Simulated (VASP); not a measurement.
# Al32H (a cell with a defect) in VASP: single point with LDA

Aim: the single point of Al32H (a cell with a defect) with LDA.

Everything below comes from runs of VASP 6.6.1. Logs are shortened: lines on timing, memory, paths and dates and some standing lists are left out, and cuts for length are marked.

### 1 The cell of the first run

The cell holds a defect, 33 atoms: a = 8.100 Å, b = 8.100 Å, c = 8.100 Å, α = 90.00°, β = 90.00°, γ = 90.00°.

### 2 Single point, LDA

File INCAR:

```
  ALGO = Normal
  EDIFF = 1E-6
  ENCUT = 520
  ISIF = 2
  ISMEAR = 0
  LASPH = True
  LCHARG = True
  LELF = True
  LREAL = Auto
  LVHAR = True
  LWAVE = False
  NBANDS = 70
  NELM = 100
  PREC = Accurate
  SIGMA = 0.15
```

File KPOINTS:

```
k-points
0
Gamma
  3 3 3
```

File POSCAR:

```
Al32H
1.0
    8.1000000000      0.0000000000      0.0000000000
    0.0000000000      8.1000000000      0.0000000000
    0.0000000000      0.0000000000      8.1000000000
Al H
32 1
Direct
    0.4968330864     -0.0031870370      0.0003081481
    0.7474830864      0.2455095062     -0.0021539506
    0.7474487654      0.0002817284      0.2498113580
   -0.0022927160     -0.0024798765     -0.0003254321
    0.2477033333      0.2475303704     -0.0014148148
    0.4980653086      0.4978891358     -0.0005248148
    0.7474855556      0.7473162963     -0.0032808642
    0.2457424691     -0.0006804938      0.2498135802
    0.4962877778      0.2476014815      0.2491286420
    0.7496398765      0.4856466667      0.2475723457
    0.4980470370     -0.0022517284      0.4992858025
    0.7481475309      0.2476982716      0.5008798765
    0.7474955556     -0.0005339506      0.7516680247
   -0.0030129630      0.4966676543      0.0003002469
    0.2456971605      0.7473074074     -0.0021265432
   -0.0004761728      0.2455579012      0.2498071605
    0.2477822222      0.4961328395      0.2491241975
    0.4858944444      0.7494649383      0.2476038272
   -0.0030485185     -0.0032158025      0.5003885185
    0.2473423457      0.2471725926      0.5004955556
    0.4959429630      0.4957850617      0.5012824691
    0.7496683951      0.7495258025      0.5120220988
    0.2476864198     -0.0015338272      0.7495856790
    0.4968575309      0.2472119753      0.7499486420
    0.7481237037      0.4960828395      0.7494970370
    0.0004361728      0.7472730864      0.2498175309
   -0.0020734568      0.4978744444      0.4992830864
    0.2478614815      0.7479864198      0.5008813580
   -0.0013690123      0.2475167901      0.7495820988
    0.2473812346      0.4966850617      0.7499483951
    0.4962353086      0.7479590123      0.7495160494
   -0.0003572840      0.7473281481      0.7516653086
    0.7128753086      0.7125702469      0.2854745679
```

Potentials or basis: VASP PAW LDA potentials, release 64 (Al, H).

Command:

```console
> cat potpaw_LDA.64/Al/POTCAR potpaw_LDA.64/H/POTCAR > POTCAR
> mpirun -np 1 vasp_std > vasp.out
```

OUTCAR:

```text
EDIFF = 1E-6
   ENCUT = 520
   ISIF = 2
   ISMEAR = 0
   LASPH = True
   LREAL = Auto
   NELM = 100
   PREC = Accurate

 ion  position               nearest neighbor table
   1  0.497  0.997  0.000-  18 2.83  13 2.86   2 2.86   9 2.86  31 2.86   5 2.86  23 2.86   3 2.86
                             7 2.86   8 2.87  15 2.87  24 2.87
   2  0.747  0.246  0.998-  10 2.81  13 2.82   3 2.85   4 2.85  24 2.86  25 2.86   1 2.86  29 2.86
                            14 2.87   6 2.87   9 2.88  16 2.89
   3  0.747  0.000  0.250-   2 2.85  16 2.85   9 2.86  12 2.86  11 2.86  19 2.86   1 2.86   4 2.87
                            26 2.90   7 2.90  18 2.94  22 2.94
   4  0.998  0.998  1.000-  16 2.85   8 2.85  32 2.85  15 2.85   2 2.85  13 2.85   5 2.86  23 2.86
                            29 2.86  26 2.87   3 2.87   7 2.87
   5  0.248  0.248  0.999-  24 2.85  30 2.85  23 2.85  29 2.85   9 2.86  17 2.86  16 2.86   8 2.86
                             1 2.86  14 2.86   4 2.86   6 2.87
   6  0.498  0.498  0.999-   7 2.86  17 2.86   9 2.86  10 2.86  18 2.86  31 2.86  25 2.86  24 2.86
                            30 2.87   5 2.87  15 2.87   2 2.87
   7  0.747  0.747  0.997-  13 2.85  32 2.85  31 2.86  25 2.86   6 2.86   1 2.86  14 2.86   4 2.87
                            26 2.90   3 2.90  18 2.94  10 2.94
   8  0.246  0.999  0.250-  18 2.81  16 2.82  26 2.85   4 2.85  20 2.86   9 2.86  19 2.86   5 2.86
                             1 2.87  11 2.87  28 2.88  15 2.89
   9  0.496  0.248  0.249-  10 2.82  17 2.85   3 2.86   8 2.86   5 2.86   1 2.86   6 2.86  11 2.86
[... 32 lines left out ...]
                            24 2.86  21 2.87  32 2.88  31 2.89
  26  0.000  0.747  0.250-  15 2.85   8 2.85  17 2.86  28 2.86  27 2.86  19 2.86  14 2.86   4 2.87
                             3 2.90   7 2.90  10 2.94  22 2.94
  27  0.998  0.498  0.499-  26 2.86  12 2.86  17 2.86  25 2.86  28 2.86  20 2.86  30 2.86  22 2.87
                            10 2.87  29 2.87  16 2.87  32 2.87
  28  0.248  0.748  0.501-  18 2.82  31 2.85  26 2.86  32 2.86  23 2.86  19 2.86  11 2.86  27 2.86
                            21 2.87  30 2.87   8 2.88  17 2.88
  29  0.999  0.248  0.750-  20 2.85  30 2.85   5 2.85  23 2.85  25 2.86  12 2.86  13 2.86   2 2.86
                            14 2.86  19 2.86   4 2.86  27 2.87
  30  0.247  0.497  0.750-  21 2.85   5 2.85  29 2.85  32 2.85  15 2.86  24 2.86  20 2.86  27 2.86
                            31 2.86   6 2.87  28 2.87  14 2.87
  31  0.496  0.748  0.750-  22 2.81  28 2.85   7 2.86  15 2.86  23 2.86   1 2.86  11 2.86   6 2.86
                            30 2.86  21 2.87  13 2.88  25 2.89
  32  1.000  0.747  0.752-  22 2.80  15 2.82   7 2.85   4 2.85  30 2.85  28 2.86  23 2.86  14 2.86
                            19 2.87  27 2.87  25 2.88  13 2.89
  33  0.713  0.713  0.285-  22 1.88  10 1.89  18 1.89

  LATTYP: Found a simple cubic cell.
 ALAT       =     8.1000000000

  Lattice vectors:

 A1 = (   8.1000000000,   0.0000000000,   0.0000000000)
 A2 = (   0.0000000000,   8.1000000000,   0.0000000000)
 A3 = (   0.0000000000,   0.0000000000,   8.1000000000)

Analysis of symmetry for initial positions (statically):
=====================================================================
 Subroutine PRICEL returns:
 Original cell was already a primitive cell.

 Routine SETGRP: Setting up the symmetry group for a
 simple cubic supercell.

 Subroutine GETGRP returns: Found  1 space group operations
 (whereof  1 operations were pure point group operations)
 out of a pool of 48 trial point group operations.

The static configuration has the point symmetry C_1 .

Analysis of symmetry for dynamics (positions and initial velocities):
=====================================================================
 Subroutine PRICEL returns:
 Original cell was already a primitive cell.

 Routine SETGRP: Setting up the symmetry group for a
 simple cubic supercell.

 Subroutine GETGRP returns: Found  1 space group operations
 (whereof  1 operations were pure point group operations)
 out of a pool of 48 trial point group operations.

The dynamic configuration has the point symmetry C_1 .

 Subroutine INISYM returns: Found  1 space group operations
 (whereof  1 operations are pure point group operations),
 and found     1 'primitive' translations

----------------------------------------------------------------------------------------

                                     Primitive cell

  volume of cell :     531.4410

  direct lattice vectors                    reciprocal lattice vectors
     8.100000000  0.000000000  0.000000000     0.123456790  0.000000000  0.000000000
     0.000000000  8.100000000  0.000000000     0.000000000  0.123456790  0.000000000
     0.000000000  0.000000000  8.100000000     0.000000000  0.000000000  0.123456790

  length of vectors
     8.100000000  8.100000000  8.100000000     0.123456790  0.123456790  0.123456790

  position of ions in fractional coordinates (direct lattice)
     0.496833086  0.996812963  0.000308148
     0.747483086  0.245509506  0.997846049
     0.747448765  0.000281728  0.249811358
     0.997707284  0.997520124  0.999674568
     0.247703333  0.247530370  0.998585185
     0.498065309  0.497889136  0.999475185
[... 25 lines left out ...]
     0.999642716  0.747328148  0.751665309
     0.712875309  0.712570247  0.285474568

  ion indices of the primitive-cell ions
   primitive index   ion index
                 1           1
                 2           2
                 3           3
                 4           4
                 5           5
                 6           6
[... 25 lines left out ...]
                32          32
                33          33

----------------------------------------------------------------------------------------

 KPOINTS: k-points

Automatic generation of k-mesh.
 Grid dimensions read from file:
 generate k-points for:    3    3    3

 Generating k-lattice:

  Cartesian coordinates                     Fractional coordinates (reciprocal lattice)
     0.041152263  0.000000000  0.000000000     0.333333333  0.000000000  0.000000000
     0.000000000  0.041152263  0.000000000     0.000000000  0.333333333  0.000000000
     0.000000000  0.000000000  0.041152263     0.000000000  0.000000000  0.333333333

  Length of vectors
     0.041152263  0.041152263  0.041152263

  Shift w.r.t. Gamma in fractional coordinates (k-lattice)
     0.000000000  0.000000000  0.000000000

 Subroutine IBZKPT returns following result:
 ===========================================

 Found     14 irreducible k-points:

 Following reciprocal coordinates:
            Coordinates               Weight
  0.000000  0.000000  0.000000      1.000000
  0.333333  0.000000  0.000000      2.000000
  0.000000  0.333333  0.000000      2.000000
  0.000000  0.000000  0.333333      2.000000
  0.333333  0.333333  0.000000      2.000000
  0.000000  0.333333  0.333333      2.000000
  0.333333  0.000000  0.333333      2.000000
 -0.333333  0.333333  0.000000      2.000000
 -0.333333  0.000000  0.333333      2.000000
  0.000000 -0.333333  0.333333      2.000000
  0.333333  0.333333  0.333333      2.000000
 -0.333333  0.333333  0.333333      2.000000
 -0.333333 -0.333333  0.333333      2.000000
  0.333333 -0.333333  0.333333      2.000000
   k-points           NKPTS =     14   k-points in BZ     NKDIM =     14   number of bands    NBANDS=     70
   number of dos      NEDOS =    301   number of ions     NIONS =     33
   total plane-waves  NPLWV = 216000
   dimension x,y,z NGX =    60 NGY =   60 NGZ =   60
   dimension x,y,z NGXF=   120 NGYF=  120 NGZF=  120
   ions per type =              32   1
   NGX,Y,Z   is equivalent  to a cutoff of  12.31, 12.31, 12.31 a.u.
   NGXF,Y,Z  is equivalent  to a cutoff of  24.63, 24.63, 24.63 a.u.
 SYSTEM =  unknown system
   PREC   = accura    normal or accurate (medium, high low for compatibility)
   ISTART =      0    job   : 0-new  1-cont  2-samecut
   ICHARG =      2    charge: 1-file 2-atom 10-const
   ISPIN  =      1    spin polarized calculation?
   LNONCOLLINEAR =      F non collinear calculations
   LSORBIT =      F    spin-orbit coupling
   LASPH  =      T    aspherical Exc in radial PAW
   ENCUT  =  520.0 eV  38.22 Ry    6.18 a.u.  15.06 15.06 15.06*2*pi/ulx,y,z
   NELM   =    100;   NELMIN=  2; NELMDL= -5     # of ELM steps
   EDIFF  = 0.1E-05   stopping-criterion for ELM
   LREAL  =      T    real-space projection
   EDIFFG = 0.1E-04   stopping-criterion for IOM
   NSW    =      0    number of steps for IOM
   IBRION =     -1    ionic relax: 0-MD 1-quasi-New 2-CG
   NFREE  =      0    steps in history (QN), initial steepest desc. (CG)
   ISIF   =      2    stress and relaxation
   ISYM   =      2    0-nonsym 1-usesym 2-fastsym
   POTIM  = 0.5000    time-step for ionic-motion
   TEBEG  =    0.0;   TEEND  =   0.0 temperature during run
   PSTRESS=    0.0 pullay stress
   NELECT =      97.0000    total number of electrons
   NUPDOWN=      -1.0000    fix difference up-down
   EMIN   =  10.00;   EMAX   =-10.00  energy-range for DOS
   EFERMI =   0.00;   METHOD = LEGACY
   ISMEAR =     0;   SIGMA  =   0.15  broadening in eV -4-tet -1-fermi 0-gaus
   EFERMI_NEDOS =   21; number of points for ismear=-14 and -15
   IALGO  =     38    algorithm
   IMIX   =      4    mixing-type and parameters
     AMIX     =   0.40;   BMIX     =  1.00
     AMIX_MAG =   1.60;   BMIX_MAG =  1.00
  volume/ion in A,a.u.               =      16.10       108.68
  Fermi-wavevector in a.u.,A,eV,Ry     =   0.928639  1.754874 11.733269  0.862371
  Thomas-Fermi vector in A             =   2.054837
   LORBIT       =      0    0 simple, 1 ext, 2 COOP (PROOUT), +10 PAW based schemes
   GGA     = CA    functional components
   LHFCALC =     F    Hartree Fock is set to
   AEXX    =    0.0000 exact exchange contribution
   IVDW    =     0    specifies the selected vdW correction
   LEPSILON=     F    determine dielectric tensor
   LRPA    =     F    only Hartree local field effects (RPA)
 non-spin polarized calculation
 Gauss-broadening in eV      SIGMA  =   0.15
  energy-cutoff  :      520.00
  volume of cell :      531.44
 maximum number of plane-waves:     14358
   NGX = 31   NGY = 31   NGZ = 31

 number of electron      97.0000000 magnetization

 Free energy of the ion-electron system (eV)
  ---------------------------------------------------
  ext. energy  EPLUGINS =         0.00000000
  ---------------------------------------------------
  free energy    TOTEN  =      -137.56810413 eV

  energy without entropy =     -137.49584043  energy(sigma->0) =     -137.53197228

 E-fermi :   7.6502     XC(G=0): -10.3426

 val. band max:        7.5149194801   @ k =   0.3333   0.3333   0.3333
 cond. band min:       7.7272470678   @ k =   0.3333   0.0000   0.0000
 fundamental gap:      0.2123275878
 Fermi energy:         7.6502401445

 k-point     1 :       0.0000    0.0000    0.0000
  band No.  band energies     occupation
      1      -3.4413      2.00000
      2      -1.7579      2.00000
      3      -1.1187      2.00000
      4      -1.1184      2.00000
      5      -1.0779      2.00000
      6      -1.0774      2.00000
[... 871 lines left out ...]
     59       9.5440      0.00000
     60       9.5488      0.00000
 [bands above 60 left out]

------------------------ aborting loop because EDIFF is reached ----------------------------------------

  FORCE on cell =-STRESS in cart. coord.  units (eV):
  Direction    XX          YY          ZZ          XY          YZ          ZX
  --------------------------------------------------------------------------------------
  -------------------------------------------------------------------------------------
  Total       -9.8455234     -9.8408923     -9.8084631     -0.1592094      0.1790662      0.1759229
  in kB      -29.6820803    -29.6681185    -29.5703517     -0.4799813      0.5398451      0.5303688
  external PRESSURE =     -29.6401835 kB  Pullay stress =       0.0000000 kB

 VOLUME and BASIS-vectors are now :
 -----------------------------------------------------------------------------
  energy-cutoff  :      520.00
  volume of cell :      531.44
      direct lattice vectors                 reciprocal lattice vectors
     8.100000000  0.000000000  0.000000000     0.123456790  0.000000000  0.000000000
     0.000000000  8.100000000  0.000000000     0.000000000  0.123456790  0.000000000
     0.000000000  0.000000000  8.100000000     0.000000000  0.000000000  0.123456790

 POSITION                                       TOTAL-FORCE (eV/Angst)
 -----------------------------------------------------------------------------------
      4.02435      8.07419      0.00250         0.000962     -0.003183      0.002257
      6.05461      1.98863      8.08255        -0.001473      0.000588      0.002315
      6.05433      0.00228      2.02347         0.002062     -0.001127      0.001425
      8.08143      8.07991      8.09736        -0.001430     -0.001143      0.001460
      2.00640      2.00500      8.08854        -0.000822     -0.001176      0.004398
      4.03433      4.03290      8.09575        -0.002038     -0.001656      0.002755
[... 25 lines left out ...]
      8.09711      6.05336      6.08849        -0.002971     -0.000965     -0.002427
      5.77429      5.77182      2.31234         0.055060      0.055674     -0.061859
 -----------------------------------------------------------------------------------
    total drift:                                0.034882      0.033179      0.008462

  FREE ENERGIE OF THE ION-ELECTRON SYSTEM (eV)
  ---------------------------------------------------
  free  energy   TOTEN  =      -137.5681041296 eV

  energy  without entropy=     -137.4958404274  energy(sigma->0) =     -137.53197228
```

Run time: 9.2 min. Hardware: 1 thread of Oxide Virtual Turin-like, shared host; peak memory 0.52 GiB.

What came out:

| Quantity | Value |
| --- | --- |
| Free energy | -137.5681 eV |
| Pressure | -3.0 GPa |
| Largest force | 0.100 eV/Å |

Forces in eV/Å, atoms in the order of the input:
```
Al   0.001 -0.003  0.002
Al  -0.001  0.001  0.002
Al   0.002 -0.001  0.001
Al  -0.001 -0.001  0.001
Al  -0.001 -0.001  0.004
Al  -0.002 -0.002  0.003
Al   0.000  0.000  0.002
Al   0.001 -0.003  0.001
Al  -0.002 -0.002  0.003
Al  -0.012  0.005  0.013
Al  -0.001 -0.003  0.002
Al  -0.002 -0.003  0.002
Al  -0.001 -0.003 -0.002
Al  -0.003  0.001  0.003
Al   0.000 -0.001  0.002
Al  -0.003  0.001  0.000
Al  -0.002 -0.002  0.002
Al   0.004 -0.012  0.013
Al  -0.002 -0.003  0.000
Al   0.000 -0.001  0.000
Al   0.002  0.002 -0.004
Al  -0.012 -0.012 -0.008
Al  -0.002 -0.002  0.002
Al  -0.002 -0.001  0.000
Al  -0.002 -0.002  0.003
Al  -0.001  0.002  0.001
Al  -0.003 -0.001  0.002
Al  -0.003 -0.001  0.002
Al  -0.002 -0.001  0.002
Al   0.000 -0.001  0.000
Al  -0.001 -0.001  0.004
Al  -0.003 -0.001 -0.002
H    0.055  0.056 -0.062
```
